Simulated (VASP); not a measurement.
AlAs2, 3 atoms in the cell. The structure is cubic, space group Fm-3m (No. 225). Conventional cell: a = 6.053 Å, b = 6.053 Å, c = 6.053 Å, α = 90.00°, β = 90.00°, γ = 90.00°. Within 3.5 Å of Al (site symmetry m-3m) lie 8 As at 2.62 Å. Within 3.5 Å of As (site symmetry -43m) lie 4 Al at 2.62 Å and 6 As at 3.03 Å. 

- Program: VASP 6.6.1
- Task: relaxation of cell and atoms
- Functional: r2SCAN
- Potentials or basis: VASP PAW PBE potentials, release 64 (Al, As)
- Cutoff: 600 eV
- k mesh: 6 × 6 × 6
- Occupations: gaussian, width 0.1 eV
- Spin: no spin polarisation
- Dipole correction: no
- Further INCAR settings: ALGO = Normal; EDIFF = 1e-06; IBRION = 2; EDIFFG = -0.04; NSW = 90; ISIF = 3

Potentials or basis: VASP PAW PBE potentials, release 64 (Al, As).

Command:

```console
$ cat potpaw_PBE.64/Al/POTCAR potpaw_PBE.64/As/POTCAR > POTCAR
$ cp INCAR.step1 INCAR
$ mpirun -np 1 vasp_std > vasp.out
$ cp INCAR.step2 INCAR
$ mpirun -np 1 vasp_std > vasp.out
```

Hardware: 1 thread of AMD EPYC 9R45 96-Core Processor (Zen 5), on a shared host.

**Question.** Estimate the wall time of this run.

**Answer.** Run time: 100 s on 1 thread of AMD EPYC 9R45 96-Core Processor (Zen 5), with other jobs on the host, peak memory 0.2 GiB. Counts: k points 16, ion steps 3.
